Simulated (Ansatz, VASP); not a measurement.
Given: the input of a run of Ansatz 0.2.0 on Ge.

input.yaml

```yaml
crystal:
  lattice:
    - [0.0, 2.8661367691, 2.8661367691]
    - [2.8661367691, 0.0, 2.8661367691]
    - [2.8661367691, 2.8661367691, 0.0]
  atoms:
    - { symbol: Ge, position: [0.75, 0.75, 0.75] }
    - { symbol: Ge, position: [0.5, 0.5, 0.5] }
hamiltonian:
  xc: blyp
  pseudopotentials: { kind: paw }
  dispersion: d4
kpoints:
  mp_grid: { grid: [8, 8, 8] }
scf:
  occupations: { method: fermi_dirac, width: 0.05 }
output:
  forces: true
  stress: true
  eigenvalues: true
```

Potentials or basis: Ansatz PAW.

The run is started by

```bash
$ ansatz run input.yaml --threads 2 --pin off --max-ram 5120MiB --backend cpu --events-out ev --progress --plain --runs-dir out
```

Task: Set up the same calculation for VASP 6.6.1. Potentials there: VASP PAW PBE potentials, release 64 (Ge_d).

Result: As run (the cutoff follows the program's own potentials):

File INCAR:

```
PREC = Accurate
ENCUT = 520
EDIFF = 1E-7
ISMEAR = -1
SIGMA = 0.05
LREAL = F
LASPH = T
NELM = 60
ALGO = Normal
ISIF = 2
LWAVE = F
LCHARG = F
GGA = B5
ALDAX = 1.0
AGGAX = 1.0
AGGAC = 1.0
ALDAC = 0.0
IVDW = 13
VDW_S6 = 1.0
VDW_S8 = 2.34076671
VDW_A1 = 0.44488865
VDW_A2 = 4.0933009
NBANDS = 21
```

KPOINTS

```
Automatic mesh
0
Gamma
  8 8 8
```

The input POSCAR:

```
Ge
1.0
    0.0000000000      2.8661367691      2.8661367691
    2.8661367691      0.0000000000      2.8661367691
    2.8661367691      2.8661367691      0.0000000000
Ge
2
Direct
    0.7500000000      0.7500000000      0.7500000000
    0.5000000000      0.5000000000      0.5000000000
```

Potentials or basis: VASP PAW PBE potentials, release 64 (Ge_d).

The run is started by

```sh
$ cat potpaw_PBE.64/Ge_d/POTCAR > POTCAR
$ mpirun -np 1 vasp_std > vasp.out
```

Both were run:

|  | VASP | Ansatz | Ansatz less VASP |
| --- | --- | --- | --- |
| gap on the k mesh at the Fermi level (eV) | none | none | - |
| pressure (GPa) | 0.4 | 0.2 | -0.20 |

VASP's potentials were made for PBE, not for BLYP. A gap of «none» marks a metal or a gap that the smearing closes.
